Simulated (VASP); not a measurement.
Ca: relaxation of cell and atoms with PBE

Crystal: Ca.

```
Ca
1.0
     0.00000    2.79420    2.79420
     2.79420    0.00000    2.79420
     2.79420    2.79420    0.00000
Ca
1
Direct
  0.00000 0.00000 0.00000
```

```
Program                : VASP 6.6.1
Task                   : relaxation of cell and atoms
Functional             : PBE
Potentials or basis    : VASP PAW PBE potentials, release 64 (Ca_sv)
Cutoff                 : 600 eV
k mesh                 : 8 × 8 × 8
Occupations            : fermi-dirac, width 0.05 eV
Spin                   : no spin polarisation
Target pressure        : 20 GPa
Dipole correction      : no
Further INCAR settings : ALGO = Normal; EDIFF = 1e-07; IBRION = 2; EDIFFG = -0.01; NSW = 60; ISIF = 3
```

```json
{
 "Relaxed volume": "25.20 Å³/atom",
 "Relaxed cell": "a = 3.291 Å, b = 3.291 Å, c = 3.291 Å, α = 60.00°, β = 60.00°, γ = 60.00°",
 "Space group after relaxing (to 0.05 Å)": "Fm-3m (No. 225)",
 "Energy change on relaxing (the enthalpy is what falls)": "+735.2 meV/atom",
 "Ionic steps": "4",
 "Pressure after relaxing": "20.0 GPa",
 "Band gap on the k mesh": "0.21 eV, indirect (least direct gap 0.52 eV)"
}
```

The path:
```
step  energy change (eV)  largest force (eV/Å)  pressure (GPa)  volume (Å³)
   1              0.0000                0.0000           -0.53        43.63
   2              2.5417                0.0000           56.58        16.99
   3              0.6974                0.0000           19.20        25.51
   4              0.7352                0.0000           20.03        25.20
```

Final structure:
```cif
data_structure
_symmetry_space_group_name_H-M 'P 1'
_symmetry_Int_Tables_number 1
_cell_length_a 3.2908
_cell_length_b 3.2908
_cell_length_c 3.2908
_cell_angle_alpha 60.000
_cell_angle_beta 60.000
_cell_angle_gamma 60.000
_cell_volume 25.20
loop_
_atom_site_label
_atom_site_type_symbol
_atom_site_fract_x
_atom_site_fract_y
_atom_site_fract_z
_atom_site_occupancy
Ca1 Ca 0.00000 0.00000 0.00000 1
```

Levels at points of the mesh, in eV from the valence-band top:
```csv
k point,band 3,band 4,band 5,band 6,band 7,band 8
"(0.00, 0.00, 0.00)",-21.48,-21.48,-4.55,3.13,3.13,3.13
"(0.50, 0.00, 0.00)",-21.58,-21.58,-1.08,1.02,2.91,2.91
"(0.50, 0.50, 0.00)",-21.75,-21.75,-1.05,0.21,2.86,6.28
```

Wall time 22 s on 1 thread of Intel(R) Xeon(R) 6975P-C (Granite Rapids), on a shared host, peak memory 0.19 GiB.

Caveat: the cell is relaxed towards a set pressure, so the enthalpy falls and the energy may rise; the volume moved by over 15 % at a fixed basis, so the end points are rough. A k mesh can miss the band edges.
